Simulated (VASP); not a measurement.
The system is Ti.

```
Ti
1.0
     4.56737    0.00000    0.00000
    -2.28369    3.95546    0.00000
     0.00000    0.00000    2.82624
Ti
3
Direct
  0.66667 0.33333 0.50000
  0.33333 0.66667 0.50000
  0.00000 0.00000 0.00000
```

Base run:

- Program: VASP 6.6.1
- Functional: PBE
- Potentials or basis: VASP PAW PBE potentials, release 64 (Ti_sv)
- Cutoff: 520 eV
- k mesh: 7 × 7 × 9
- Occupations: gaussian, width 0.022 eV
- Spin: no spin polarisation

Its results: band gap on the k mesh zero (band 18 reaches 8.63 eV, above the bottom of band 19 at 8.36 eV); pressure 0.6 GPa.

**Question.** The run is repeated on the same cell with these changes: functional from PBE to PBEsol; occupations from gaussian, width 0.022 eV to fermi-dirac, width 0.05 eV. What comes out?

**Answer.** Band gap on the k mesh zero (band 18 reaches 8.50 eV, above the bottom of band 19 at 8.23 eV); pressure -3.9 GPa.

Caveats: the PAW data sets were made with another functional, which shifts forces and pressure a little (some runs).
